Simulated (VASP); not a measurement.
**Au: relaxation of cell and atoms with PBE**

The system is Au.

```xyz
1
Lattice="0.0000 1.9678 1.9678 1.9678 0.0000 1.9678 1.9678 1.9678 0.0000" Properties=species:S:1:pos:R:3 pbc="T T T"
Au    0.0000    0.0000    0.0000
```

```yaml
Program: VASP 6.6.1
Task: relaxation of cell and atoms
Functional: PBE
Potentials_or_basis: VASP PAW PBE potentials, release 64 (Au)
Cutoff: 600 eV
k_mesh: 14 × 14 × 14
Occupations: fermi-dirac, width 0.03 eV
Spin: non-collinear spin, zero start, spin-orbit coupling
Starting_moments: "[[0.0, 0.0, 0.0]] μB"
Dipole_correction: no
Further_INCAR_settings: ALGO = Normal; EDIFF = 1e-06; IBRION = 2; EDIFFG = -0.005; NSW = 100; ISIF = 3
```

| Item | Value |
| --- | --- |
| Relaxed volume | 17.79 Å³/atom |
| Relaxed cell | a = 2.930 Å, b = 2.930 Å, c = 2.930 Å, α = 60.00°, β = 60.00°, γ = 60.00° |
| Space group after relaxing (to 0.1 Å) | Fm-3m (No. 225) |
| Energy gained by relaxing | 241.0 meV/atom |
| Ionic steps | 5 |
| Pressure after relaxing | 0.0 GPa |
| Net moment | 0.00 μB per cell |
| Valence electrons inside the program's atomic spheres | Au 9.60 |

Step by step:
| step | energy change (eV) | largest force (eV/Å) | pressure (GPa) | volume (Å³) |
| --- | --- | --- | --- | --- |
| 1 | 0.0000 | 0.0000 | 35.92 | 15.24 |
| 2 | 0.2531 | 0.0000 | -17.43 | 24.09 |
| 3 | -0.2387 | 0.0000 | -2.37 | 18.10 |
| 4 | -0.2408 | 0.0000 | -0.72 | 17.88 |
| 5 | -0.2410 | 0.0000 | 0.04 | 17.79 |

Final structure:
```
CELL_PARAMETERS angstrom
0.00000 2.07199 2.07199
2.07199 0.00000 2.07199
2.07199 2.07199 0.00000
ATOMIC_POSITIONS crystal
Au 0.00000 0.00000 0.00000
```

Moments on the atoms (μB; x, y, z):
```
Au  0.00 0.00 0.00
```

Wall time 6.4 min on 1 thread of Intel Xeon 8259CL (shared host), peak memory 0.24 GiB.

Caveat: the volume moved by over 15 % at a fixed basis, so the end points are rough.
